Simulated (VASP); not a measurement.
# V (Im-3m) in VASP: a series of runs

Runs on V. Level: r2SCAN. Tasks: single point, relaxation of cell and atoms.

All numbers are computed with VASP 6.6.1; they aren't measurements. Logs are shortened: lines on timing, memory, paths and dates and some standing lists are left out, and cuts for length are marked.

## 1. The cell of the first run

Symmetry: Im-3m, No. 229, cubic system. The conventional cell has a = 2.982 Å, b = 2.982 Å, c = 2.982 Å, α = 90.00°, β = 90.00°, γ = 90.00°. Within 3.4 Å of V (site symmetry m-3m) lie 14 V at 2.58 to 2.98 Å.

## 2. Single point, r2SCAN

The input, POSCAR:

```
V
1.0
   -1.4910291098      1.4910291098      1.4910291098
    1.4910291098     -1.4910291098      1.4910291098
    1.4910291098      1.4910291098     -1.4910291098
V
1
Direct
    0.0000000000      0.0000000000      0.0000000000
```

The input, INCAR.step1:

```
SYSTEM = V
PREC     = Accurate       ! precision mode
ENCUT    = 520            ! plane-wave cutoff, eV
ISMEAR   = 1              ! smearing method
SIGMA    = 0.1            ! smearing width, eV
LREAL    = .False.        ! projectors in reciprocal space
LASPH    = .True.         ! aspherical terms in the spheres
NELM     = 100            ! most SCF steps
NBANDS   = 12             ! bands
GGA      = PE             ! functional
ALGO     = Normal         ! electronic algorithm
EDIFF    = 1E-4           ! SCF threshold, eV
LWAVE    = .True.         ! write WAVECAR
LCHARG   = .False.        ! write CHGCAR
```

The input, INCAR.step2:

```
SYSTEM = V
PREC     = Accurate       ! precision mode
ENCUT    = 520            ! plane-wave cutoff, eV
EDIFF    = 1E-7           ! SCF threshold, eV
ISMEAR   = 1              ! smearing method
SIGMA    = 0.1            ! smearing width, eV
LREAL    = .False.        ! projectors in reciprocal space
LASPH    = .True.         ! aspherical terms in the spheres
NELM     = 100            ! most SCF steps
ALGO     = Normal         ! electronic algorithm
ISIF     = 2              ! what is computed and relaxed
LWAVE    = .False.        ! write WAVECAR
LCHARG   = .False.        ! write CHGCAR
METAGGA  = R2SCAN         ! meta-GGA
LMIXTAU  = .True.       
NBANDS   = 12             ! bands
ISTART   = 1
```

The input, KPOINTS:

```
regular mesh
0
Gamma
  20 20 20
  0 0 0
```

Potentials or basis: VASP PAW PBE potentials, release 64 (V_sv).

Started as:

```sh
cat potpaw_PBE.64/V_sv/POTCAR > POTCAR
cp INCAR.step1 INCAR
mpirun -np 1 vasp_std > vasp.out
cp INCAR.step2 INCAR
mpirun -np 1 vasp_std > vasp.out
```

OUTCAR:

```text
SYSTEM = V
   PREC = Accurate
   ENCUT = 520
   EDIFF = 1E-7
   ISMEAR = 1
   LREAL = .False.
   LASPH = .True.
   NELM = 100
   ISIF = 2
   METAGGA = R2SCAN
   ISTART = 1

 ion  position               nearest neighbor table
   1  0.000  0.000  0.000-

  LATTYP: Found a body centered cubic cell.
 ALAT       =     2.9820582196

  Lattice vectors:

 A1 = (  -1.4910291098,   1.4910291098,   1.4910291098)
 A2 = (   1.4910291098,  -1.4910291098,   1.4910291098)
 A3 = (   1.4910291098,   1.4910291098,  -1.4910291098)

Analysis of symmetry for initial positions (statically):
=====================================================================
 Subroutine PRICEL returns:
 Original cell was already a primitive cell.

 Routine SETGRP: Setting up the symmetry group for a
 body centered cubic supercell.

 Subroutine GETGRP returns: Found 48 space group operations
 (whereof 48 operations were pure point group operations)
 out of a pool of 48 trial point group operations.

The static configuration has the point symmetry O_h .

Analysis of symmetry for dynamics (positions and initial velocities):
=====================================================================
 Subroutine PRICEL returns:
 Original cell was already a primitive cell.

 Routine SETGRP: Setting up the symmetry group for a
 body centered cubic supercell.

 Subroutine GETGRP returns: Found 48 space group operations
 (whereof 48 operations were pure point group operations)
 out of a pool of 48 trial point group operations.

The dynamic configuration has the point symmetry O_h .

 Subroutine INISYM returns: Found 48 space group operations
 (whereof 48 operations are pure point group operations),
 and found     1 'primitive' translations

----------------------------------------------------------------------------------------

                                     Primitive cell

  volume of cell :      13.2592

  direct lattice vectors                    reciprocal lattice vectors
    -1.491029110  1.491029110  1.491029110     0.000000000  0.335338859  0.335338859
     1.491029110 -1.491029110  1.491029110     0.335338859  0.000000000  0.335338859
     1.491029110  1.491029110 -1.491029110     0.335338859  0.335338859  0.000000000

  length of vectors
     2.582538174  2.582538174  2.582538174     0.474240762  0.474240762  0.474240762

  position of ions in fractional coordinates (direct lattice)
     0.000000000  0.000000000  0.000000000

  ion indices of the primitive-cell ions
   primitive index   ion index
                 1           1

----------------------------------------------------------------------------------------

 KPOINTS: regular mesh

Automatic generation of k-mesh.
 Grid dimensions read from file:
 generate k-points for:   20   20   20

 Generating k-lattice:

  Cartesian coordinates                     Fractional coordinates (reciprocal lattice)
     0.000000000  0.016766943  0.016766943     0.050000000  0.000000000  0.000000000
     0.016766943  0.000000000  0.016766943     0.000000000  0.050000000  0.000000000
     0.016766943  0.016766943  0.000000000     0.000000000  0.000000000  0.050000000

  Length of vectors
     0.023712038  0.023712038  0.023712038

  Shift w.r.t. Gamma in fractional coordinates (k-lattice)
     0.000000000  0.000000000  0.000000000

 Subroutine IBZKPT returns following result:
 ===========================================

 Found    256 irreducible k-points:

 Following reciprocal coordinates:
            Coordinates               Weight
  0.000000  0.000000  0.000000      1.000000
  0.050000  0.000000  0.000000     12.000000
  0.100000  0.000000  0.000000     12.000000
  0.150000  0.000000  0.000000     12.000000
  0.200000  0.000000  0.000000     12.000000
  0.250000  0.000000  0.000000     12.000000
[... 16 lines left out ...]
  0.200000  0.100000 -0.000000     48.000000
  0.250000  0.100000 -0.000000     48.000000
 [... further k-points ...]
   k-points           NKPTS =    256   k-points in BZ     NKDIM =    256   number of bands    NBANDS=     12
   number of dos      NEDOS =    301   number of ions     NIONS =      1
   total plane-waves  NPLWV =   8000
   dimension x,y,z NGX =    20 NGY =   20 NGZ =   20
   dimension x,y,z NGXF=    40 NGYF=   40 NGZF=   40
   ions per type =               1
   NGX,Y,Z   is equivalent  to a cutoff of  12.87, 12.87, 12.87 a.u.
   NGXF,Y,Z  is equivalent  to a cutoff of  25.75, 25.75, 25.75 a.u.
 SYSTEM =  V
   PREC   = accura    normal or accurate (medium, high low for compatibility)
   ISTART =      1    job   : 0-new  1-cont  2-samecut
   ICHARG =      0    charge: 1-file 2-atom 10-const
   ISPIN  =      1    spin polarized calculation?
   LNONCOLLINEAR =      F non collinear calculations
   LSORBIT =      F    spin-orbit coupling
   LASPH  =      T    aspherical Exc in radial PAW
   ENCUT  =  520.0 eV  38.22 Ry    6.18 a.u.   4.80  4.80  4.80*2*pi/ulx,y,z
   NELM   =    100;   NELMIN=  2; NELMDL=  0     # of ELM steps
   EDIFF  = 0.1E-06   stopping-criterion for ELM
   LREAL  =      F    real-space projection
   EDIFFG = 0.1E-05   stopping-criterion for IOM
   NSW    =      0    number of steps for IOM
   IBRION =     -1    ionic relax: 0-MD 1-quasi-New 2-CG
   NFREE  =      0    steps in history (QN), initial steepest desc. (CG)
   ISIF   =      2    stress and relaxation
   ISYM   =      2    0-nonsym 1-usesym 2-fastsym
   POTIM  = 0.5000    time-step for ionic-motion
   TEBEG  =    0.0;   TEEND  =   0.0 temperature during run
   PSTRESS=    0.0 pullay stress
   NELECT =      13.0000    total number of electrons
   NUPDOWN=      -1.0000    fix difference up-down
   EMIN   =  10.00;   EMAX   =-10.00  energy-range for DOS
   EFERMI =   0.00;   METHOD = LEGACY
   ISMEAR =     1;   SIGMA  =   0.10  broadening in eV -4-tet -1-fermi 0-gaus
   EFERMI_NEDOS =   21; number of points for ismear=-14 and -15
   IALGO  =     38    algorithm
   IMIX   =      4    mixing-type and parameters
     AMIX     =   0.40;   BMIX     =  1.00
     AMIX_MAG =   1.60;   BMIX_MAG =  1.00
  volume/ion in A,a.u.               =      13.26        89.48
  Fermi-wavevector in a.u.,A,eV,Ry     =   1.626359  3.073373 35.988016  2.645045
  Thomas-Fermi vector in A             =   2.719331
   LORBIT       =      0    0 simple, 1 ext, 2 COOP (PROOUT), +10 PAW based schemes
   METAGGA = R2SCAN    functional components
   LHFCALC =     F    Hartree Fock is set to
   AEXX    =    0.0000 exact exchange contribution
   IVDW    =     0    specifies the selected vdW correction
   LEPSILON=     F    determine dielectric tensor
   LRPA    =     F    only Hartree local field effects (RPA)
 non-spin polarized calculation
 Methfessel and Paxton  Order N= 1 SIGMA  =   0.10
  energy-cutoff  :      520.00
  volume of cell :       13.26
 maximum number of plane-waves:       370
   NGX =  9   NGY =  9   NGZ =  9

 number of electron      12.9999992 magnetization

 Free energy of the ion-electron system (eV)
  ---------------------------------------------------
  ext. energy  EPLUGINS =         0.00000000
  ---------------------------------------------------
  free energy    TOTEN  =       -14.12944552 eV

  energy without entropy =      -14.12926374  energy(sigma->0) =      -14.12938493

 E-fermi :   9.8545     XC(G=0): -14.1626

 val. band max:        9.8543609326   @ k =  -0.1500   0.2500   0.0500
 cond. band min:       9.8550882051   @ k =  -0.4000   0.4000   0.1000
 fundamental gap:      0.0007272726
 Fermi energy:         9.8544636547

 k-point     1 :       0.0000    0.0000    0.0000
  band No.  band energies     occupation
      1     -56.4414      2.00000
      2     -28.5654      2.00000
      3     -28.5653      2.00000
      4     -28.5653      2.00000
      5       2.7659      2.00000
      6      10.3469     -0.00000
      7      10.3469     -0.00000
      8      10.3469     -0.00000
      9      12.5672      0.00000
     10      12.5672      0.00000
     11      31.2268      0.00000
     12      31.2268      0.00000

 k-point     2 :       0.0500    0.0000    0.0000
  band No.  band energies     occupation
      1     -56.4361      2.00000
      2     -28.5906      2.00000
      3     -28.5729      2.00000
      4     -28.5655      2.00000
      5       2.8737      2.00000
      6      10.2998     -0.00000
      7      10.3365     -0.00000
      8      10.4229     -0.00000
      9      12.5113      0.00000
     10      12.5698      0.00000
     11      31.0405      0.00000
     12      31.2152      0.00000

 k-point     3 :       0.1000    0.0000    0.0000
  band No.  band energies     occupation
      1     -56.4207      2.00000
      2     -28.6636      2.00000
      3     -28.5948      2.00000
      4     -28.5661      2.00000
      5       3.1900      2.00000
      6      10.1653     -0.00010
      7      10.2929     -0.00000
      8      10.6470     -0.00000
      9      12.3742      0.00000
     10      12.5791      0.00000
     11      30.4835      0.00000
     12      31.1164      0.00000

 k-point     4 :       0.1500    0.0000    0.0000
  band No.  band energies     occupation
      1     -56.3966      2.00000
      2     -28.7762      2.00000
      3     -28.6289      2.00000
      4     -28.5670      2.00000
      5       3.6923      2.00000
      6       9.9622     -0.06277
      7      10.1884     -0.00002
      8      11.0076     -0.00000
      9      12.2338      0.00000
     10      12.5989      0.00000
     11      29.5577      0.00000
     12      30.7814      0.00000

 k-point     5 :       0.2000    0.0000    0.0000
  band No.  band energies     occupation
      1     -56.3661      2.00000
      2     -28.9163      2.00000
      3     -28.6715      2.00000
      4     -28.5681      2.00000
      5       4.3377      2.00000
      6       9.7162      2.06476
      7      10.0178     -0.04308
      8      11.4844     -0.00000
      9      12.1671      0.00000
     10      12.6334      0.00000
     11      28.2908      0.00000
     12      30.1375      0.00000
[... 228 lines left out ...]
      1     -56.3830      2.00000
      2     -28.8366      2.00000
      3     -28.6286      2.00000
      4     -28.5892      2.00000
      5       3.9833      2.00000
      6       9.9259      0.07072
      7      10.0052     -0.05469
      8      11.2682     -0.00000
      9      12.1119      0.00000
     10      12.6698      0.00000
     11      29.2693      0.00000
     12      30.2908      0.00000

 k-point    22 :       0.1500    0.1000    0.0000
  band No.  band energies     occupation
      1     -56.3540      2.00000
      2     -28.9621      2.00000
      3     -28.6700      2.00000
      4     -28.5967      2.00000
      5       4.6129      2.00000
      6       9.7007      2.05190
      7       9.8069      1.71255
      8      11.7671     -0.00000
      9      12.0288      0.00000
     10      12.7448      0.00000
     11      28.2298      0.00000
     12      29.4376      0.00000

 k-point    23 :       0.2000    0.1000   -0.0000
  band No.  band energies     occupation
      1     -56.3217      2.00000
      2     -29.0974      2.00000
      3     -28.7222      2.00000
      4     -28.6006      2.00000
      5       5.3168      2.00000
      6       9.4383      2.00000
      7       9.6285      2.00633
      8      12.0363      0.00000
      9      12.3587      0.00000
     10      12.8264      0.00000
     11      26.8268      0.00000
     12      28.5703      0.00000

 k-point    24 :       0.2500    0.1000   -0.0000
  band No.  band energies     occupation
      1     -56.2892      2.00000
      2     -29.2298      2.00000
      3     -28.7762      2.00000
      4     -28.6034      2.00000
      5       5.9798      2.00000
      6       9.1917      2.00000
      7       9.5581      2.00023
      8      12.1345      0.00000
      9      12.8524      0.00000
     10      13.0501      0.00000
     11      25.2154      0.00000
     12      27.7707      0.00000

 [... further k-points ...]
[... 5 lines left out ...]
  --------------------------------------------------------------------------------------
  -------------------------------------------------------------------------------------
  Total        0.0588038      0.0588038      0.0588038      0.0000000     -0.0000000     -0.0000000
  in kB        7.1055497      7.1055497      7.1055497      0.0000000     -0.0000000     -0.0000000
  external PRESSURE =       7.1055497 kB  Pullay stress =       0.0000000 kB

 VOLUME and BASIS-vectors are now :
 -----------------------------------------------------------------------------
  energy-cutoff  :      520.00
  volume of cell :       13.26
      direct lattice vectors                 reciprocal lattice vectors
    -1.491029110  1.491029110  1.491029110     0.000000000  0.335338859  0.335338859
     1.491029110 -1.491029110  1.491029110     0.335338859  0.000000000  0.335338859
     1.491029110  1.491029110 -1.491029110     0.335338859  0.335338859  0.000000000

 POSITION                                       TOTAL-FORCE (eV/Angst)
 -----------------------------------------------------------------------------------
      0.00000      0.00000      0.00000        -0.000000     -0.000000     -0.000000
 -----------------------------------------------------------------------------------
    total drift:                                0.000000     -0.000000      0.000000

  FREE ENERGIE OF THE ION-ELECTRON SYSTEM (eV)
  ---------------------------------------------------
  free  energy   TOTEN  =       -14.1294455185 eV

  energy  without entropy=      -14.1292637425  energy(sigma->0) =      -14.12938493
```

Run time: 1.8 min. Hardware: 1 thread of Intel Xeon 8259CL, shared host; peak memory 0.16 GiB.

Results:

```
Free energy            : -14.1294 eV
Pressure               : 0.7 GPa
Band gap on the k mesh : zero (an odd number of electrons rules out a gap without spin polarisation)
```

Caveat: the PAW data sets were made with another functional, which shifts forces and pressure a little.

[end of part 1 of 2]
